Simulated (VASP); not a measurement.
# Li3TaO4 (I4/mmm) in VASP: single point with PBEsol

Aim: the single point of Li3TaO4 with PBEsol.

All numbers are computed with VASP 6.6.1; they aren't measurements. Logs are shortened: lines on timing, memory, paths and dates and some standing lists are left out, and cuts for length are marked.

### 1 The cell of the first run

It takes space group I4/mmm (No. 139, tetragonal). The conventional cell has a = 4.085 Å, b = 4.085 Å, c = 8.506 Å, α = 90.00°, β = 90.00°, γ = 90.00°. Li (site symmetry 4/mmm) has 6 O at 2.04 to 2.33 Å within 2.7 Å. Li (site symmetry -4m2) has 6 O at 2.05 to 2.13 Å within 2.7 Å. Within 2.5 Å of Ta (site symmetry 4/mmm) lie 6 O at 1.92 to 2.04 Å. Within 2.9 Å of O (site symmetry mmm) lie 4 Li at 2.04 to 2.13 Å and 2 Ta at 2.04 Å and 8 O at 2.80 to 2.89 Å. O (site symmetry 4mm) has 1 Ta at 1.92 Å and 5 Li at 2.05 to 2.33 Å within 2.5 Å.

### 2 Single point, PBEsol

POSCAR reads:

```
Li3TaO4
1.0
   -2.0422644284      2.0422644284      4.2529592957
    2.0422644284     -2.0422644284      4.2529592957
    2.0422644284      2.0422644284     -4.2529592957
Li Ta O
3 1 4
Direct
    0.5000000000      0.5000000000      0.0000000000
    0.2500000000      0.7500000000      0.5000000000
    0.7500000000      0.2500000000      0.5000000000
    0.0000000000      0.0000000000      0.0000000000
    0.0000000000      0.5000000000      0.5000000000
    0.7742593287      0.7742593287      0.0000000000
    0.5000000000      0.0000000000      0.5000000000
    0.2257406713      0.2257406713      0.0000000000
```

INCAR.step1 reads:

```
ALGO = Normal
EDIFF = 1E-6
ENCUT = 520
GGA = PS
ISIF = 2
ISMEAR = 0
LASPH = True
LCHARG = True
LMAXMIX = 4
LREAL = False
LWAVE = False
NBANDS = 32
NELM = 80
PREC = Accurate
SIGMA = 0.02
```

KPOINTS.step1 reads:

```
k-points
0
Gamma
  10 10 10
```

INCAR.step2 reads:

```
ALGO = Normal
EDIFF = 1E-6
ENCUT = 520
GGA = PS
ICHARG = 11
ISIF = 2
ISMEAR = -5
LASPH = True
LCHARG = False
LMAXMIX = 4
LORBIT = 11
LREAL = False
LWAVE = False
NEDOS = 1001
NELM = 80
PREC = Accurate
SIGMA = 0.02
```

KPOINTS.step2 reads:

```
k-points
0
Gamma
  15 15 15
```

Potentials or basis: VASP PAW PBE potentials, release 64 (Li_sv, Ta_pv, O).

Launch:

```console
cat potpaw_PBE.64/Li_sv/POTCAR potpaw_PBE.64/Ta_pv/POTCAR potpaw_PBE.64/O/POTCAR > POTCAR
cp INCAR.step1 INCAR
cp KPOINTS.step1 KPOINTS
mpirun -np 1 vasp_std > vasp.out
cp INCAR.step2 INCAR
cp KPOINTS.step2 KPOINTS
mpirun -np 1 vasp_std > vasp.out
```

OUTCAR:

```text
EDIFF = 1E-6
   ENCUT = 520
   GGA = PS
   ICHARG = 11
   ISIF = 2
   ISMEAR = -5
   LASPH = True
   LORBIT = 11
   LREAL = False
   NELM = 80
   PREC = Accurate

 ion  position               nearest neighbor table
   1  0.500  0.500  0.000-   5 2.04   7 2.04   7 2.04   5 2.04   4 2.89   4 2.89   4 2.89   4 2.89

   2  0.250  0.750  0.500-   6 2.05   8 2.05   6 2.05   8 2.05   7 2.13   5 2.13   4 2.95   4 2.95
                             4 2.95   4 2.95
   3  0.750  0.250  0.500-   6 2.05   8 2.05   6 2.05   8 2.05   7 2.13   5 2.13   4 2.95   4 2.95
                             4 2.95   4 2.95
   4  0.000  0.000  0.000-   6 1.92   8 1.92   7 2.04   5 2.04   5 2.04   7 2.04   1 2.89   1 2.89
                             1 2.89   1 2.89   3 2.95   2 2.95   3 2.95   3 2.95   2 2.95   2 2.95
   5  0.000  0.500  0.500-   1 2.04   4 2.04   4 2.04   1 2.04   3 2.13   2 2.13
   6  0.774  0.774  0.000-   4 1.92   3 2.05   2 2.05   3 2.05   2 2.05
   7  0.500  0.000  0.500-   1 2.04   4 2.04   1 2.04   4 2.04   3 2.13   2 2.13
   8  0.226  0.226  0.000-   4 1.92   2 2.05   3 2.05   2 2.05   3 2.05

  LATTYP: Found a body centered tetragonal cell.
 ALAT       =     4.0845288568
 C/A-ratio  =     2.0824723951

  Lattice vectors:

 A1 = (  -2.0422644284,   2.0422644284,   4.2529592957)
 A2 = (   2.0422644284,  -2.0422644284,   4.2529592957)
 A3 = (   2.0422644284,   2.0422644284,  -4.2529592957)

Analysis of symmetry for initial positions (statically):
=====================================================================
 Subroutine PRICEL returns:
 Original cell was already a primitive cell.

 Routine SETGRP: Setting up the symmetry group for a
 body centered tetragonal supercell.

 Subroutine GETGRP returns: Found 16 space group operations
 (whereof 16 operations were pure point group operations)
 out of a pool of 16 trial point group operations.

The static configuration has the point symmetry D_4h.

Analysis of symmetry for dynamics (positions and initial velocities):
=====================================================================
 Subroutine PRICEL returns:
 Original cell was already a primitive cell.

 Routine SETGRP: Setting up the symmetry group for a
 body centered tetragonal supercell.

 Subroutine GETGRP returns: Found 16 space group operations
 (whereof 16 operations were pure point group operations)
 out of a pool of 16 trial point group operations.

The dynamic configuration has the point symmetry D_4h.

 Subroutine INISYM returns: Found 16 space group operations
 (whereof 16 operations are pure point group operations),
 and found     1 'primitive' translations

----------------------------------------------------------------------------------------

                                     Primitive cell

  volume of cell :      70.9537

  direct lattice vectors                    reciprocal lattice vectors
    -2.042264428  2.042264428  4.252959296     0.000000000  0.244826279  0.117565198
     2.042264428 -2.042264428  4.252959296     0.244826279  0.000000000  0.117565198
     2.042264428  2.042264428 -4.252959296     0.244826279  0.244826279  0.000000000

  length of vectors
     5.140948430  5.140948430  5.140948430     0.271590652  0.271590652  0.346236644

  position of ions in fractional coordinates (direct lattice)
     0.500000000  0.500000000  0.000000000
     0.250000000  0.750000000  0.500000000
     0.750000000  0.250000000  0.500000000
     0.000000000  0.000000000  0.000000000
     0.000000000  0.500000000  0.500000000
     0.774259329  0.774259329  0.000000000
     0.500000000  0.000000000  0.500000000
     0.225740671  0.225740671  0.000000000

  ion indices of the primitive-cell ions
   primitive index   ion index
                 1           1
                 2           2
                 3           3
                 4           4
                 5           5
                 6           6
                 7           7
                 8           8

----------------------------------------------------------------------------------------

 KPOINTS: k-points

Automatic generation of k-mesh.
 Grid dimensions read from file:
 generate k-points for:   15   15   15

 Generating k-lattice:

  Cartesian coordinates                     Fractional coordinates (reciprocal lattice)
     0.000000000  0.016321752  0.007837680     0.066666667  0.000000000  0.000000000
     0.016321752  0.000000000  0.007837680     0.000000000  0.066666667  0.000000000
     0.016321752  0.016321752  0.000000000     0.000000000  0.000000000  0.066666667

  Length of vectors
     0.018106043  0.018106043  0.023082443

  Shift w.r.t. Gamma in fractional coordinates (k-lattice)
     0.000000000  0.000000000  0.000000000

 TETIRR: Found   4311 inequivalent tetrahedra from    20250

 Subroutine IBZKPT returns following result:
 ===========================================

 Found    288 irreducible k-points:

 Following reciprocal coordinates:
            Coordinates               Weight
  0.000000  0.000000  0.000000      1.000000
  0.066667  0.000000  0.000000      8.000000
  0.133333  0.000000  0.000000      8.000000
  0.200000  0.000000 -0.000000      8.000000
  0.266667  0.000000  0.000000      8.000000
  0.333333  0.000000 -0.000000      8.000000
[... 16 lines left out ...]
  0.133333  0.133333 -0.000000      8.000000
  0.200000  0.133333 -0.000000     16.000000
 [... further k-points ...]
   k-points           NKPTS =    288   k-points in BZ     NKDIM =    288   number of bands    NBANDS=     27
   number of dos      NEDOS =   1001   number of ions     NIONS =      8
   total plane-waves  NPLWV =  64000
   dimension x,y,z NGX =    40 NGY =   40 NGZ =   40
   dimension x,y,z NGXF=    80 NGYF=   80 NGZF=   80
   ions per type =               3   1   4
   NGX,Y,Z   is equivalent  to a cutoff of  12.94, 12.94, 12.94 a.u.
   NGXF,Y,Z  is equivalent  to a cutoff of  25.87, 25.87, 25.87 a.u.
 SYSTEM =  unknown system
   PREC   = accura    normal or accurate (medium, high low for compatibility)
   ISTART =      0    job   : 0-new  1-cont  2-samecut
   ICHARG =     11    charge: 1-file 2-atom 10-const
   ISPIN  =      1    spin polarized calculation?
   LNONCOLLINEAR =      F non collinear calculations
   LSORBIT =      F    spin-orbit coupling
   LASPH  =      T    aspherical Exc in radial PAW
   ENCUT  =  520.0 eV  38.22 Ry    6.18 a.u.   9.56  9.56  9.56*2*pi/ulx,y,z
   NELM   =     80;   NELMIN=  2; NELMDL=  0     # of ELM steps
   EDIFF  = 0.1E-05   stopping-criterion for ELM
   LREAL  =      F    real-space projection
   EDIFFG = 0.1E-04   stopping-criterion for IOM
   NSW    =      0    number of steps for IOM
   IBRION =     -1    ionic relax: 0-MD 1-quasi-New 2-CG
   NFREE  =      0    steps in history (QN), initial steepest desc. (CG)
   ISIF   =      2    stress and relaxation
   ISYM   =      2    0-nonsym 1-usesym 2-fastsym
   POTIM  = 0.5000    time-step for ionic-motion
   TEBEG  =    0.0;   TEEND  =   0.0 temperature during run
   PSTRESS=    0.0 pullay stress
   NELECT =      44.0000    total number of electrons
   NUPDOWN=      -1.0000    fix difference up-down
   EMIN   =  10.00;   EMAX   =-10.00  energy-range for DOS
   EFERMI =   0.00;   METHOD = LEGACY
   ISMEAR =    -5;   SIGMA  =   0.02  broadening in eV -4-tet -1-fermi 0-gaus
   EFERMI_NEDOS =   21; number of points for ismear=-14 and -15
   IALGO  =     38    algorithm
   IMIX   =      4    mixing-type and parameters
     AMIX     =   0.40;   BMIX     =  1.00
     AMIX_MAG =   1.60;   BMIX_MAG =  1.00
  volume/ion in A,a.u.               =       8.87        59.85
  Fermi-wavevector in a.u.,A,eV,Ry     =   1.396049  2.638150 26.517114  1.948953
  Thomas-Fermi vector in A             =   2.519441
   LORBIT       =     11    0 simple, 1 ext, 2 COOP (PROOUT), +10 PAW based schemes
   GGA     = PS    functional components
   LHFCALC =     F    Hartree Fock is set to
   AEXX    =    0.0000 exact exchange contribution
   IVDW    =     0    specifies the selected vdW correction
   LEPSILON=     F    determine dielectric tensor
   LRPA    =     F    only Hartree local field effects (RPA)
 non-spin polarized calculation
 Fermi weights with tetrahedron method with Bloechl corrections
  energy-cutoff  :      520.00
  volume of cell :       70.95
 maximum number of plane-waves:      1945

 number of electron      44.0000002 magnetization

 Free energy of the ion-electron system (eV)
  ---------------------------------------------------
  ext. energy  EPLUGINS =         0.00000000
  ---------------------------------------------------
  free energy    TOTEN  =       -59.20847838 eV

  energy without entropy =      -59.20847838  energy(sigma->0) =      -59.20847838

 E-fermi :   2.7100     XC(G=0): -11.2775

 val. band max:        2.6877961463   @ k =   0.4667   0.4000   0.0667
 cond. band min:       4.2219526759   @ k =   0.0000   0.0000   0.0000
 fundamental gap:      1.5341565296
 Fermi energy:         2.7099553281

 k-point     1 :       0.0000    0.0000    0.0000
  band No.  band energies     occupation
      1     -40.1440      2.00000
      2     -39.1677      2.00000
      3     -39.1337      2.00000
      4     -31.5622      2.00000
      5     -31.5622      2.00000
      6     -31.3650      2.00000
[... 19 lines left out ...]
     26       8.4533      0.00000
     27       9.2664      0.00000

 k-point     2 :       0.0667    0.0000    0.0000
  band No.  band energies     occupation
      1     -40.1440      2.00000
      2     -39.1674      2.00000
      3     -39.1341      2.00000
      4     -31.5654      2.00000
      5     -31.5621      2.00000
      6     -31.3650      2.00000
[... 19 lines left out ...]
     26       8.5732      0.00000
     27       9.3728      0.00000

 k-point     3 :       0.1333    0.0000    0.0000
  band No.  band energies     occupation
      1     -40.1439      2.00000
      2     -39.1663      2.00000
      3     -39.1351      2.00000
      4     -31.5742      2.00000
      5     -31.5618      2.00000
      6     -31.3648      2.00000
[... 19 lines left out ...]
     26       8.7886      0.00000
     27       9.7358      0.00000

 k-point     4 :       0.2000    0.0000   -0.0000
  band No.  band energies     occupation
      1     -40.1438      2.00000
      2     -39.1645      2.00000
      3     -39.1367      2.00000
      4     -31.5873      2.00000
      5     -31.5613      2.00000
      6     -31.3646      2.00000
[... 19 lines left out ...]
     26       8.9437      0.00000
     27      10.2910      0.00000
[... 516 lines left out ...]
      4     -31.5653      2.00000
      5     -31.5651      2.00000
      6     -31.3649      2.00000
[... 19 lines left out ...]
     26       8.7164      0.00000
     27       9.4411      0.00000

 k-point    23 :       0.1333    0.1333   -0.0000
  band No.  band energies     occupation
      1     -40.1438      2.00000
      2     -39.1650      2.00000
      3     -39.1363      2.00000
      4     -31.5742      2.00000
      5     -31.5736      2.00000
      6     -31.3646      2.00000
[... 19 lines left out ...]
     26       9.4159      0.00000
     27      10.0000      0.00000

 k-point    24 :       0.2000    0.1333   -0.0000
  band No.  band energies     occupation
      1     -40.1436      2.00000
      2     -39.1633      2.00000
      3     -39.1379      2.00000
      4     -31.5870      2.00000
      5     -31.5735      2.00000
      6     -31.3644      2.00000
[... 19 lines left out ...]
     26       9.7161      0.00000
     27      10.4705      0.00000

 [... further k-points ...]
[... 5 lines left out ...]
  --------------------------------------------------------------------------------------
  -------------------------------------------------------------------------------------
  Total        0.1811841      0.1811841      0.4752308      0.0000000      0.0000000      0.0000000
  in kB        4.0912448      4.0912448     10.7309960      0.0000000      0.0000000      0.0000000
  external PRESSURE =       6.3044952 kB  Pullay stress =       0.0000000 kB

 VOLUME and BASIS-vectors are now :
 -----------------------------------------------------------------------------
  energy-cutoff  :      520.00
  volume of cell :       70.95
      direct lattice vectors                 reciprocal lattice vectors
    -2.042264428  2.042264428  4.252959296     0.000000000  0.244826279  0.117565198
     2.042264428 -2.042264428  4.252959296     0.244826279  0.000000000  0.117565198
     2.042264428  2.042264428 -4.252959296     0.244826279  0.244826279  0.000000000

 POSITION                                       TOTAL-FORCE (eV/Angst)
 -----------------------------------------------------------------------------------
      0.00000      0.00000      4.25296         0.000000      0.000000      0.000000
      2.04226      0.00000      2.12648         0.000000      0.000000      0.000000
      0.00000      2.04226      2.12648         0.000000      0.000000      0.000000
      0.00000      0.00000      0.00000         0.000000      0.000000      0.000000
      2.04226      0.00000      0.00000         0.000000      0.000000      0.000000
      0.00000      0.00000      6.58579         0.000000      0.000000     -0.145615
      0.00000      2.04226      0.00000         0.000000      0.000000      0.000000
      0.00000      0.00000      1.92013        -0.000000     -0.000000      0.145615
 -----------------------------------------------------------------------------------
    total drift:                               -0.000000      0.000000      0.000000

  FREE ENERGIE OF THE ION-ELECTRON SYSTEM (eV)
  ---------------------------------------------------
  free  energy   TOTEN  =       -59.2084783815 eV

  energy  without entropy=      -59.2084783815  energy(sigma->0) =      -59.20847838

 total charge

# of ion       s       p       d       tot
------------------------------------------
    1        2.020   0.065   0.000   2.084
    2        2.022   0.069   0.000   2.091
    3        2.022   0.069   0.000   2.091
    4        0.353   6.372   2.139   8.864
    5        1.549   3.527   0.000   5.076
    6        1.558   3.487   0.000   5.045
    7        1.549   3.527   0.000   5.076
    8        1.558   3.487   0.000   5.045
--------------------------------------------------
tot         12.630  20.602   2.139  35.372
```

It took 9.9 min on 1 thread of Intel Xeon Platinum 8488C (Sapphire Rapids), shared host; peak memory 0.59 GiB.

Results:

* Valence electrons inside the program's atomic spheres: Li 2.08, 2.09 (each value once); Ta 8.86; O 5.08, 5.04 (each value once)

Caveat: the cutoff is under 1.25 times the usual one of these potentials, so pressure, stress and relaxed cells hold a basis-set (Pulay) error; the PAW data sets were made with another functional, which shifts forces and pressure a little; spin-orbit coupling is left out, which moves the levels of the heavy elements.
